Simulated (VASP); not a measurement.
Zn3BiO, 5 atoms in the cell. The structure is tetragonal, space group P4/mmm (No. 123). Conventional cell: a = 4.307 Å, b = 4.307 Å, c = 4.490 Å, α = 90.00°, β = 90.00°, γ = 90.00°. Zn (site symmetry mmm) has 2 Bi at 2.15 Å within 2.8 Å. Zn (site symmetry 4/mmm) has 4 O at 3.05 Å and 8 Zn at 3.11 Å and 8 Bi at 3.78 Å within 4.0 Å. Within 2.8 Å of Bi (site symmetry 4/mmm) lie 4 Zn at 2.15 Å and 2 O at 2.24 Å. Within 3.0 Å of O (site symmetry 4/mmm) lie 2 Bi at 2.24 Å. 

```yaml
Program: VASP 6.6.1
Task: relaxation of cell and atoms
Functional: PBE
Potentials_or_basis: VASP PAW PBE potentials, release 64 (Zn, Bi_d, O)
Cutoff: 600 eV
k_mesh: 4 × 4 × 4
Occupations: gaussian, width 0.1 eV
Spin: no spin polarisation
Dipole_correction: no
Further_INCAR_settings: ALGO = Normal; EDIFF = 1e-06; IBRION = 2; EDIFFG = -0.04; NSW = 90; ISIF = 3
```

Potentials or basis: VASP PAW PBE potentials, release 64 (Zn, Bi_d, O).

Launch:

```console
$ cat potpaw_PBE.64/Zn/POTCAR potpaw_PBE.64/Bi_d/POTCAR potpaw_PBE.64/O/POTCAR > POTCAR
$ mpirun -np 1 vasp_std > vasp.out
```

Hardware: 1 thread of Intel(R) Xeon(R) Platinum 8488C (Sapphire Rapids), with other jobs on the host.

Problem. Estimate the wall time of this run.

Solution. Wall time 4.8 min on 1 thread of Intel(R) Xeon(R) Platinum 8488C (Sapphire Rapids), on a shared host, peak memory 0.24 GiB. Counts: scf iterations 87, k points 18, ion steps 7.
